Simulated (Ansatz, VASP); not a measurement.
**PN: VASP beside Ansatz**

```
P N
1.0
     2.65551    0.00000    0.00000
     0.00000    2.65551    0.00000
     0.00000    0.00000    2.64155
P N
1 1
Direct
  0.00000 0.00000 0.50000
  0.50000 0.50000 0.50000
```

Alike in both runs: functional PBE; dispersion D3(BJ); k mesh 6 × 6 × 6; occupations gaussian, width 0.1 eV; no spin polarisation.

Ansatz relaxed the structure, and its values are those at the end. VASP's run is a single point on that final structure, the one shown.

|  | VASP | Ansatz |
| --- | --- | --- |
| version | VASP 6.6.1 | Ansatz 0.2.0 |
| potentials or method | VASP PAW PBE potentials, release 64 (P, N), cutoff 520 eV | scalar-relativistic, plane waves, PAW |
| valence electrons in the cell | 10 | 10 |

```csv
,VASP,Ansatz,Ansatz less VASP
gap on the k mesh at the Fermi level (eV),none,none,-
pressure (GPa),-0.8,-0.1,+0.61
```

A gap of «none» marks a metal or a gap that the smearing closes.

The k mesh is coarse, so the values compare programs but aren't converged.
